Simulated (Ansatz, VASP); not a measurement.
**CoW3 in VASP and in Ansatz**

The input INCAR:

```
ALGO = Normal
EDIFF = 1E-6
ENCUT = 520
GGA = PE
ISIF = 2
ISMEAR = -1
ISPIN = 2
LASPH = True
LCHARG = False
LMAXMIX = 4
LORBIT = 11
LREAL = False
LWAVE = False
MAGMOM = 3.2 0 0 0
NBANDS = 38
NELM = 150
PREC = Accurate
SIGMA = 0.1
```

KPOINTS

```
k-points
0
Gamma
  6 6 6
```

Contents of POSCAR:

```
CoW3
1.0
    4.0577794043      0.0000000000      0.0000000000
    0.0000000000      4.0577794043      0.0000000000
    0.0000000000      0.0000000000      4.0577794043
Co W
1 3
Direct
    0.0000000000      0.0000000000      0.0000000000
    0.0000000000      0.5000000000      0.5000000000
    0.5000000000      0.0000000000      0.5000000000
    0.5000000000      0.5000000000      0.0000000000
```

Input for Ansatz:

```yaml
crystal:
  lattice:
    - [4.057779404272402, 0.0, 0.0]
    - [0.0, 4.057779404272402, 0.0]
    - [0.0, 0.0, 4.057779404272402]
  atoms:
    - { symbol: Co, position: [0.0, 0.0, 0.0], spin: 3.2 }
    - { symbol: W, position: [0.0, 0.5, 0.5] }
    - { symbol: W, position: [0.5, 0.0, 0.5] }
    - { symbol: W, position: [0.5, 0.5, 0.0] }
basis:
  ecutwfc: 500.0
kpoints:
  mp_grid:
    grid: [6, 6, 6]
hamiltonian:
  xc: pbe
  pseudopotentials:
    kind: paw
magnetization:
  spin_polarized: true
scf:
  convergence:
    dr2_threshold: 1.0e-09
  occupations:
    method: fermi_dirac
```

Alike in both runs: task single point; functional PBE; k mesh 6 × 6 × 6; collinear spin.

|  | VASP | Ansatz |
| --- | --- | --- |
| version | VASP 6.6.1 | Ansatz 0.2.0 |
| potentials or method | VASP PAW PBE potentials, release 64 (Co, W_sv), cutoff 520 eV | plane waves, PAW |
| occupations | fermi-dirac, width 0.1 eV | fermi-dirac |
| valence electrons in the cell | 51 | 59 |

|  | VASP | Ansatz | Ansatz less VASP |
| --- | --- | --- | --- |
| net moment per atom (μB) | 0.25 | 0.26 | +0.006 |
| size of the moment on the site where the two differ most (μB) | 0.96 | 1.01 | +0.044 |

Site moments also hang on the region over which each program counts them. VASP's potentials hold 51 valence electrons a cell and Ansatz's 59, so a difference there can come from the potentials and not from the codes. Ansatz's warnings: given moment on shells.

Neither program's run includes spin-orbit coupling.
